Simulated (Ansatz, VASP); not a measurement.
**One calculation of TiN, two programs**

Contents of INCAR:

```
SYSTEM = TiN
PREC = Accurate
ENCUT = 520
EDIFF = 1E-8
ISMEAR = -1
SIGMA = 0.05
LREAL = .False.
LASPH = .True.
NELM = 80
ALGO = Normal
ISIF = 2
LWAVE = .False.
LCHARG = .False.
GGA = PS
LEFG = .True.
NBANDS = 16
```

Contents of KPOINTS:

```
Automatic mesh
0
Gamma
  17 17 17
  0 0 0
```

File POSCAR:

```
TiN
1.0
    0.0000000000      2.1290498857      2.1290498857
    2.1290498857      0.0000000000      2.1290498857
    2.1290498857      2.1290498857      0.0000000000
Ti N
1 1
Direct
    0.0000000000      0.0000000000      0.0000000000
    0.5000000000      0.5000000000      0.5000000000
```

Input for Ansatz:

```yaml
crystal:
  lattice:
    - [0.0, 2.1290498857, 2.1290498857]
    - [2.1290498857, 0.0, 2.1290498857]
    - [2.1290498857, 2.1290498857, 0.0]
  atoms:
    - { symbol: Ti, position: [0.0, 0.0, 0.0] }
    - { symbol: "N", position: [0.5, 0.5, 0.5] }
kpoints:
  mp_grid: { grid: [17, 17, 17] }
scf:
  occupations: { method: fermi_dirac, width: 0.05 }
hamiltonian:
  xc: pbesol
  pseudopotentials: { kind: paw }
output:
  forces: true
  stress: true
  eigenvalues: true
  efg: { contact_densities: true }
  write_density: true
  write_potential: true
  elf: true
  volumetric_format: npy
```

Change from the starting cell: volume scaled by 1.01, PAW files.

Alike in both runs: task electric field gradients; functional PBEsol; k mesh 17 × 17 × 17; occupations fermi-dirac, width 0.05 eV; no spin polarisation.

|  | VASP | Ansatz |
| --- | --- | --- |
| version | VASP 6.6.1 | Ansatz 0.2.0 |
| potentials or method | VASP PAW PBE potentials, release 64 (Ti_sv, N) | PAW with Ansatz's default frozen-core files, scalar-relativistic |
| plane-wave cutoff (eV) | 520 | 420 |
| valence electrons in the cell | 17 | 17 |

|  | VASP | Ansatz | Ansatz less VASP |
| --- | --- | --- | --- |
| pressure (GPa) | -10.2 | -10.6 | -0.47 |

VASP's potentials were made for PBE, not for PBEsol. With one functional, cell and mesh, what is left measures potentials, basis and numerics.
